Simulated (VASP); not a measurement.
Here is a VASP 6.6.1 calculation.

INCAR

```
PREC = Accurate
ENCUT = 520
EDIFF = 1E-7
ISMEAR = 0
SIGMA = 0.05
LREAL = F
LASPH = T
NELM = 80
ALGO = Normal
ISIF = 2
LWAVE = F
LCHARG = F
GGA = PE
IVDW = 12
NBANDS = 11
```

File KPOINTS:

```
regular mesh
0
Gamma
  15 15 15
```

POSCAR

```
C
1.0
    1.2324809262      0.7115731945      3.3609366220
   -1.2324809262      0.7115731945      3.3609366220
    0.0000000000     -1.4231463891      3.3609366220
C
2
Direct
    0.1631270333      0.1631270333      0.1947471115
    0.8368729667      0.8368729667      0.8052528885
```

Potentials or basis: VASP PAW PBE potentials, release 64 (C).

Run with:

```bash
$ cat potpaw_PBE.64/C/POTCAR > POTCAR
$ mpirun -np 1 vasp_std > vasp.out
```

(1) Estimate the largest force.

(2) Estimate the pressure.

(3) Predict the dispersion energy per atom.

## Answers

(1) 5.618 eV/Å.

(2) 3.2 GPa.

(3) -0.156 eV.

Caveat: the cell differs from its parent crystal (atoms displaced along several vibrational modes); the stress differs along the axes, from -4 to 16 GPa; forces of over 1 eV/Å act on the atoms, so gaps and moduli don't describe the material at rest.
